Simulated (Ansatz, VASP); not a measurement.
**Hf2Si3: VASP beside Ansatz**

```
CELL_PARAMETERS angstrom
2.62068 -2.76437 0.00000
2.62068 2.76437 0.00000
0.00000 0.00000 6.65996
ATOMIC_POSITIONS crystal
Hf 0.50000 0.50000 0.32876
Hf 0.50000 0.50000 0.67124
Si 0.50000 0.50000 0.00000
Si 0.00000 0.50000 0.00000
Si 0.50000 0.00000 0.00000
```

Alike in both runs: task relaxation of cell and atoms; functional PBE; k mesh 4 × 4 × 4; occupations gaussian, width 0.1 eV; no spin polarisation.

|  | VASP | Ansatz |
| --- | --- | --- |
| version | VASP 6.6.1 | Ansatz 0.2.0 |
| potentials or method | VASP PAW PBE potentials, release 64 (Hf_pv, Si), cutoff 600 eV | scalar-relativistic, plane waves, PAW |
| valence electrons in the cell | 32 | 64 |

Ansatz gave:

| Property | Result |
| --- | --- |
| gap on the k mesh at the Fermi level, each at its own relaxed structure (eV) | none |
| relaxed volume (Å³/atom) | 28.87 |
| relaxed cell length with the largest relative difference (Å) | 7.705 |

Question: Which values does VASP return?

Answer: gap on the k mesh at the Fermi level, each at its own relaxed structure (eV): none; relaxed volume (Å³/atom): 28.88; relaxed cell length with the largest relative difference (Å): 7.699.

A gap of «none» marks a metal or a gap that the smearing closes. VASP's potentials hold 32 valence electrons a cell and Ansatz's 64, so a difference there can come from the potentials and not from the codes.

The k mesh is coarse, so the values compare programs but aren't converged. Spin-orbit coupling is off throughout. Noted on VASP's run: the volume moved by over 15 % at a fixed basis, so the end points are rough.
